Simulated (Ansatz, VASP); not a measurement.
# MnAl3: VASP beside Ansatz

File INCAR:

```
PREC = Accurate
ENCUT = 600
EDIFF = 1E-7
ISMEAR = 0
SIGMA = 0.1
LREAL = False
LASPH = True
NELM = 150
ALGO = Normal
ISIF = 3
LWAVE = False
LCHARG = False
ISPIN = 2
MAGMOM = 0 0 0 4
LORBIT = 11
LMAXMIX = 4
GGA = PS
IBRION = 2
NSW = 80
EDIFFG = -0.01
```

KPOINTS

```
regular mesh
0
Gamma
  12 12 12
```

Contents of POSCAR:

```
MnAl3
1.0
    0.0000000000      3.0078250317      3.0078250317
    3.0078250317      0.0000000000      3.0078250317
    3.0078250317      3.0078250317      0.0000000000
Al Mn
3 1
Direct
    0.2500000000      0.2500000000      0.2500000000
    0.7500000000      0.7500000000      0.7500000000
    0.5000000000      0.5000000000      0.5000000000
    0.0000000000      0.0000000000      0.0000000000
```

Input for Ansatz:

```yaml
crystal:
  lattice:
    - [0.0, 3.0078250317, 3.0078250317]
    - [3.0078250317, 0.0, 3.0078250317]
    - [3.0078250317, 3.0078250317, 0.0]
  atoms:
    - { symbol: Al, position: [0.25, 0.25, 0.25] }
    - { symbol: Al, position: [0.75, 0.75, 0.75] }
    - { symbol: Al, position: [0.5, 0.5, 0.5] }
    - { symbol: Mn, position: [0.0, 0.0, 0.0], spin: 4.0 }
basis:
  ecutwfc: 420
kpoints:
  mp_grid: { grid: [12, 12, 12] }
hamiltonian:
  xc: pbesol
scf:
  occupations: { method: gaussian, width: 0.1 }
  lower_state_search: "off"
output:
  forces: true
  stress: true
  eigenvalues: true
  populations: true
  write_density: true
  write_potential: true
  elf: true
  volumetric_format: npy
magnetization:
  spin_polarized: true
relax:
  adjacent_minimum: "off"
  f_tol: 0.01
  max_steps: 60
  cell: { stress_tol: 0.05 }
```

Alike in both runs: task relaxation of cell and atoms; functional PBEsol; k mesh 12 × 12 × 12; occupations gaussian, width 0.1 eV; collinear spin.

|  | VASP | Ansatz |
| --- | --- | --- |
| version | VASP 6.6.1 | Ansatz 0.2.0 |
| potentials or method | VASP PAW PBE potentials, release 64 (Al, Mn_pv), cutoff 600 eV | scalar-relativistic, plane waves, PAW |
| valence electrons in the cell | 22 | 24 |

Ansatz gave:

- gap on the k mesh at the Fermi level, each at its own relaxed structure (eV): none
- net moment per atom (μB): 0.35
- size of the moment on the site where the two differ most (μB): 1.35
- relaxed volume (Å³/atom): 13.61
- relaxed cell length with the largest relative difference (Å): 4.254

What did VASP give for the same quantities?

gap on the k mesh at the Fermi level, each at its own relaxed structure (eV): none; net moment per atom (μB): 0.35; size of the moment on the site where the two differ most (μB): 1.37; relaxed volume (Å³/atom): 13.63; relaxed cell length with the largest relative difference (Å): 4.256.

VASP's potentials were made for PBE, not for PBEsol. Site moments also hang on the region over which each program counts them. A gap of «none» marks a metal or a gap that the smearing closes. VASP's potentials hold 22 valence electrons a cell and Ansatz's 24, so a difference there can come from the potentials and not from the codes.
